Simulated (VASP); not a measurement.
Wanted: the native input for a VASP 6.6.1 run.

```yaml
Task: single point
Functional: PBEsol
Potentials_or_basis: VASP PAW PBE potentials, release 64 (Os)
Cutoff: 520 eV
k_mesh: 18 × 18 × 12
Occupations: gaussian, width 0.15 eV
Spin: no spin polarisation
Dipole_correction: no
Further_INCAR_settings: ALGO = Normal; EDIFF = 1e-06; NBANDS = 15
```

The structure of Os lies in POSCAR:

```
Os
1.0
    2.6657474761      0.0000000000      0.0000000000
   -1.3328737381      2.3086050344      0.0000000000
    0.0000000000      0.0000000000      4.1037150000
Os
2
Direct
    0.3333333333      0.6666666667      0.2500000000
    0.6666666667      0.3333333333      0.7500000000
```

This cell differs from its parent crystal: strain -0.025 along x and y, -0.050 along z.

The input as run:

INCAR

```
PREC = Accurate
ENCUT = 520
EDIFF = 1E-6
ISMEAR = 0
SIGMA = 0.15
LREAL = F
LASPH = T
NELM = 80
ALGO = Normal
ISIF = 2
LWAVE = F
LCHARG = F
GGA = PS
NBANDS = 15
```

KPOINTS

```
regular mesh
0
Gamma
  18 18 12
```

Potentials or basis: VASP PAW PBE potentials, release 64 (Os).

The run is started by

```bash
$ cat potpaw_PBE.64/Os/POTCAR > POTCAR
$ mpirun -np 1 vasp_std > vasp.out
```

Results of the run:

```
Pressure               : 55.3 GPa
Band gap on the k mesh : zero (bands 8 and 9 overlap by 4.58 eV)
```

Caveat: the cell differs from its parent crystal (strain -0.025 along x and y, -0.050 along z); the cell stands under pressure; the PAW data sets were made with another functional, which shifts forces and pressure a little; spin-orbit coupling is left out, which moves the levels of the heavy elements.

Run time: 35 s on 1 thread of AMD EPYC 9R45 96-Core Processor (Zen 5), with other jobs on the host, peak memory 0.17 GiB.
